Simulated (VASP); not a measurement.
# CrCo (F-43m) in VASP: notebook, part 2 of 2

VASP 6.6.1. Earlier steps stand in the parts before.

### 4 Relaxation of cell and atoms, PBE, collinear spin, antiferromagnetic start

Contents of INCAR:

```
PREC     = Accurate       # precision mode
ENCUT    = 600            # plane-wave cutoff, eV
EDIFF    = 1E-6           # SCF threshold, eV
ISMEAR   = 0              # smearing method
SIGMA    = 0.1            # smearing width, eV
LREAL    = False          # projectors in reciprocal space
LASPH    = True           # aspherical terms in the spheres
NELM     = 150            # most SCF steps
ALGO     = Normal         # electronic algorithm
ISIF     = 3              # what is computed and relaxed
LWAVE    = False          # write WAVECAR
LCHARG   = False          # write CHGCAR
ISPIN    = 2              # spin polarisation
MAGMOM   = -3 3           # initial moments
LORBIT   = 11             # projections on sites
LMAXMIX  = 4              # l up to which the mixer works
GGA      = PE             # functional
IBRION   = 2              # ionic algorithm
NSW      = 90             # ionic steps
EDIFFG   = -0.04          # ionic threshold
```

Contents of KPOINTS:

```
Automatic mesh
0
Gamma
  8 8 8
```

Contents of POSCAR:

```
CrCo
1.0
    0.0000000000      2.1057582000      2.1057582000
    2.1057582000      0.0000000000      2.1057582000
    2.1057582000      2.1057582000      0.0000000000
Cr Co
1 1
Direct
    0.0000000000      0.0000000000      0.0000000000
    0.7500000000      0.7500000000      0.7500000000
```

Potentials or basis: VASP PAW PBE potentials, release 64 (Cr_pv, Co).

Command:

```console
cat potpaw_PBE.64/Cr_pv/POTCAR potpaw_PBE.64/Co/POTCAR > POTCAR
mpirun -np 1 vasp_std > vasp.out
```

OUTCAR:

```text
PREC = Accurate
   ENCUT = 600
   EDIFF = 1E-6
   ISMEAR = 0
   LREAL = False
   LASPH = True
   NELM = 150
   ISIF = 3
   ISPIN = 2
   LORBIT = 11
   GGA = PE
   IBRION = 2
   NSW = 90
   EDIFFG = -0.04

 ion  position               nearest neighbor table
   1  0.000  0.000  0.000-   2 1.82   2 1.82   2 1.82   2 1.82
   2  0.750  0.750  0.750-   1 1.82   1 1.82   1 1.82   1 1.82

  LATTYP: Found a face centered cubic cell.
 ALAT       =     4.2115164000

  Lattice vectors:

 A1 = (   0.0000000000,   2.1057582000,   2.1057582000)
 A2 = (   2.1057582000,   0.0000000000,   2.1057582000)
 A3 = (   2.1057582000,   2.1057582000,   0.0000000000)

Analysis of symmetry for initial positions (statically):
=====================================================================
 Subroutine PRICEL returns:
 Original cell was already a primitive cell.

 Routine SETGRP: Setting up the symmetry group for a
 face centered cubic supercell.

 Subroutine GETGRP returns: Found 24 space group operations
 (whereof 24 operations were pure point group operations)
 out of a pool of 48 trial point group operations.

The static configuration has the point symmetry T_d .

Analysis of symmetry for dynamics (positions and initial velocities):
=====================================================================
 Subroutine PRICEL returns:
 Original cell was already a primitive cell.

 Routine SETGRP: Setting up the symmetry group for a
 face centered cubic supercell.

 Subroutine GETGRP returns: Found 24 space group operations
 (whereof 24 operations were pure point group operations)
 out of a pool of 48 trial point group operations.

The dynamic configuration has the point symmetry T_d .

Analysis of structural, dynamic, and magnetic symmetry:
=====================================================================
[... 114 lines left out ...]
   IBRION =      2    ionic relax: 0-MD 1-quasi-New 2-CG
   NFREE  =      1    steps in history (QN), initial steepest desc. (CG)
   ISIF   =      3    stress and relaxation
   ISYM   =      2    0-nonsym 1-usesym 2-fastsym
   POTIM  = 0.5000    time-step for ionic-motion
   TEBEG  =    0.0;   TEEND  =   0.0 temperature during run
   PSTRESS=    0.0 pullay stress
   NELECT =      21.0000    total number of electrons
   NUPDOWN=      -1.0000    fix difference up-down
   EMIN   =  10.00;   EMAX   =-10.00  energy-range for DOS
   EFERMI =   0.00;   METHOD = LEGACY
   ISMEAR =     0;   SIGMA  =   0.10  broadening in eV -4-tet -1-fermi 0-gaus
   EFERMI_NEDOS =   21; number of points for ismear=-14 and -15
   IALGO  =     38    algorithm
   IMIX   =      4    mixing-type and parameters
     AMIX     =   0.40;   BMIX     =  1.00
     AMIX_MAG =   1.60;   BMIX_MAG =  1.00
  volume/ion in A,a.u.               =       9.34        63.01
  Fermi-wavevector in a.u.,A,eV,Ry     =   1.702405  3.217078 39.432148  2.898181
  Thomas-Fermi vector in A             =   2.782180
   LORBIT       =     11    0 simple, 1 ext, 2 COOP (PROOUT), +10 PAW based schemes
   GGA     = PE    functional components
   LHFCALC =     F    Hartree Fock is set to
   AEXX    =    0.0000 exact exchange contribution
   IVDW    =     0    specifies the selected vdW correction
   LEPSILON=     F    determine dielectric tensor
   LRPA    =     F    only Hartree local field effects (RPA)
 conjugate gradient relaxation of ions
 spin polarized calculation
 Gauss-broadening in eV      SIGMA  =   0.10
  energy-cutoff  :      600.00
  volume of cell :       18.67
 maximum number of plane-waves:       636
   NGX = 11   NGY = 11   NGZ = 11

--------------------------------------- Ionic step        1  -------------------------------------------

 number of electron      20.9999987 magnetization      -0.0071727

 number of electron      20.9999987 magnetization       0.0004512

 Free energy of the ion-electron system (eV)
  ---------------------------------------------------
  ext. energy  EPLUGINS =         0.00000000
  ---------------------------------------------------
  free energy    TOTEN  =        -8.64621712 eV

  energy without entropy =       -8.63551296  energy(sigma->0) =       -8.64086504

 E-fermi :  13.8139     XC(G=0): -14.2674

 val. band max:       13.7534018840   @ k =   0.2500   0.0000   0.0000
 cond. band min:      13.8359601694   @ k =  -0.1250   0.1250   0.0000
 fundamental gap:      0.0825582854
 Fermi energy:        13.8139370743
[... 1836 lines left out ...]
--------------------------------------- Ionic step        6  -------------------------------------------

 number of electron      21.0000001 magnetization      -0.0007428

 Free energy of the ion-electron system (eV)
  ---------------------------------------------------
  ext. energy  EPLUGINS =         0.00000000
  ---------------------------------------------------
  free energy    TOTEN  =       -13.83863923 eV

  energy without entropy =      -13.81505745  energy(sigma->0) =      -13.82684834

 E-fermi :   6.6039     XC(G=0): -11.4236

 val. band max:        6.5950641506   @ k =  -0.3750   0.2500   0.1250
 cond. band min:       6.6307338702   @ k =  -0.1250   0.1250   0.0000
 fundamental gap:      0.0356697196
 Fermi energy:         6.6038564310
[... 851 lines left out ...]
  FREE ENERGIE OF THE ION-ELECTRON SYSTEM (eV)
  ---------------------------------------------------
  free  energy   TOTEN  =       -13.8386392306 eV

  energy  without entropy=      -13.8150574547  energy(sigma->0) =      -13.82684834

 reached required accuracy - stopping structural energy minimisation

 total charge

# of ion       s       p       d       tot
------------------------------------------
    1        0.439   6.265   4.284  10.988
    2        0.653   0.402   7.445   8.499
--------------------------------------------------
tot          1.092   6.667  11.729  19.487

 magnetization (x)

# of ion       s       p       d       tot
------------------------------------------
    1       -0.000  -0.000  -0.001  -0.001
    2        0.000  -0.000   0.000  -0.000
--------------------------------------------------
tot          0.000  -0.000  -0.001  -0.001
```

Run time: 1.8 min. Hardware: 1 thread of Intel Xeon Platinum 8488C (Sapphire Rapids), shared host; peak memory 0.17 GiB.

Results:

| Property | Result |
| --- | --- |
| Free energy | -13.8386 eV |
| Relaxed volume | 15.49 Å³/atom |
| Relaxed cell | a = 3.525 Å, b = 3.525 Å, c = 3.525 Å, α = 60.00°, β = 60.00°, γ = 60.00° |
| Space group after relaxing (to 0.05 Å) | F-43m (No. 216) |
| Energy gained by relaxing | 2596.2 meV/atom |
| Ionic steps | 6 |
| Pressure after relaxing | -0.2 GPa |
| Net moment | 0.00 μB per cell |
| Valence electrons inside the program's atomic spheres | Cr 10.99; Co 8.50 |

The path:
```csv
step,energy change (eV),largest force (eV/Å),pressure (GPa),volume (Å³)
1,0.0000,0.0000,211.15,18.67
2,0.5372,0.0000,-26.55,75.59
3,-4.9071,0.0000,-15.22,36.11
4,-5.1084,0.0000,-9.50,33.56
5,-5.1895,0.0000,2.12,30.47
6,-5.1924,0.0000,-0.22,30.98
```

Final structure:
```
CELL_PARAMETERS angstrom
0.00000 2.49278 2.49278
2.49278 0.00000 2.49278
2.49278 2.49278 0.00000
ATOMIC_POSITIONS crystal
Cr 0.00000 0.00000 0.00000
Co 0.75000 0.75000 0.75000
```

Levels at points of the mesh, in eV from the Fermi level:
Spin up:
```tsv
k point	band 8	band 9	band 10	band 11	band 12	band 13
(0.00, 0.00, 0.00)	-2.43	-2.43	-0.18	-0.18	-0.18	1.51
(0.50, 0.00, 0.00)	-2.45	-2.45	-1.11	0.34	0.34	1.33
(0.50, 0.50, 0.00)	-1.45	-1.36	-1.33	0.28	1.48	1.48
```
Spin down:
| k point | band 7 | band 8 | band 9 | band 10 | band 11 | band 12 | band 13 | band 14 |
| --- | --- | --- | --- | --- | --- | --- | --- | --- |
| (0.00, 0.00, 0.00) | -2.43 | -2.43 | -2.43 | -0.18 | -0.18 | -0.18 | 1.50 | 1.50 |
| (0.50, 0.00, 0.00) | -2.60 | -2.45 | -2.45 | -1.11 | 0.34 | 0.34 | 1.33 | 1.33 |
| (0.50, 0.50, 0.00) | -2.39 | -1.45 | -1.36 | -1.33 | 0.28 | 1.48 | 1.48 | 2.17 |

Caveat: the starting moments collapsed, and a magnetic state may lie lower; the volume moved by over 15 % at a fixed basis, so the end points are rough.
